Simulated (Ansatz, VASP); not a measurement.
**SnSe2 in VASP and in Ansatz**

INCAR

```
SYSTEM = SnSe2
ALGO     = Normal         ! electronic algorithm
EDIFF    = 1E-6           ! SCF threshold, eV
ENCUT    = 520            ! plane-wave cutoff, eV
GGA      = PE             ! functional
ISIF     = 2              ! what is computed and relaxed
ISMEAR   = -1             ! smearing method
LASPH    = .True.         ! aspherical terms in the spheres
LCHARG   = .True.         ! write CHGCAR
LELF     = .True.         ! ELF
LREAL    = .False.        ! projectors in reciprocal space
LVHAR    = .True.       
LWAVE    = .False.        ! write WAVECAR
NBANDS   = 20             ! bands
NELM     = 100            ! most SCF steps
PREC     = Accurate       ! precision mode
SIGMA    = 0.02           ! smearing width, eV
```

The input KPOINTS:

```
k-points
0
Gamma
  12 12 4
  0 0 0
```

POSCAR

```
SnSe2
1.0
    3.8251638350      0.0000000000      0.0000000000
   -1.9125819175      3.3126890547      0.0000000000
    0.0000000000      0.0000000000      6.2270561801
Sn Se
1 2
Direct
    0.0000000000      0.0000000000      0.0000000000
    0.3333333333      0.6666666667      0.2530760414
    0.6666666667      0.3333333333      0.7469239586
```

Input for Ansatz:

```yaml
crystal:
  lattice:
    - [3.825163835, 0.0, 0.0]
    - [-1.9125819175, 3.3126890547, 0.0]
    - [0.0, 0.0, 6.2270561801]
  atoms:
    - { symbol: Sn, position: [0.0, 0.0, 0.0] }
    - { symbol: Se, position: [0.3333333333, 0.6666666667, 0.2530760414] }
    - { symbol: Se, position: [0.6666666667, 0.3333333333, 0.7469239586] }
kpoints:
  mp_grid: { grid: [12, 12, 4] }
  band_path:
    path:
      - [0.0, 0.0, 0.0]
      - [0.5, 0.0, 0.0]
      - [0.3333333333, 0.3333333333, 0.0]
      - [0.0, 0.0, 0.5]
      - [0.5, 0.0, 0.5]
      - [0.3333333333, 0.3333333333, 0.5]
      - [-0.088542, 0.171875, 0.0]
      - [0.0, 0.458333, 0.34375]
    npoints: 1
hamiltonian:
  xc: pbe
scf:
  occupations: { method: fermi_dirac, width: 0.02 }
  n_extra_bands: 4
output:
  forces: true
  stress: true
  eigenvalues: true
```

Alike in both runs: task single point; functional PBE; k mesh 12 × 12 × 4; occupations fermi-dirac, width 0.02 eV; no spin polarisation.

|  | VASP | Ansatz |
| --- | --- | --- |
| version | VASP 6.6.1 | Ansatz 0.2.0 |
| potentials or method | VASP PAW PBE potentials, release 64 (Sn_d, Se) | plane waves, PAW |
| plane-wave cutoff (eV) | 520 | 420 |
| valence electrons in the cell | 26 | 46 |

VASP gave:

* gap on the k mesh at the Fermi level (eV): 0.74
* pressure (GPa): 3.0
* traceless stress, the component that is largest in VASP (GPa): 0.12
* rms of the force components (eV/Å): 0.130

Problem. Which values does Ansatz return?

Solution. gap on the k mesh at the Fermi level (eV): 0.74; pressure (GPa): 2.9; traceless stress, the component that is largest in VASP (GPa): 0.11; rms of the force components (eV/Å): 0.123.

Atom by atom the forces differ by 0.007 eV/Å (rms over components). The functional is the same, so the differences come from potentials, cutoffs and numerics. VASP's potentials hold 26 valence electrons a cell and Ansatz's 46, so a difference there can come from the potentials and not from the codes.
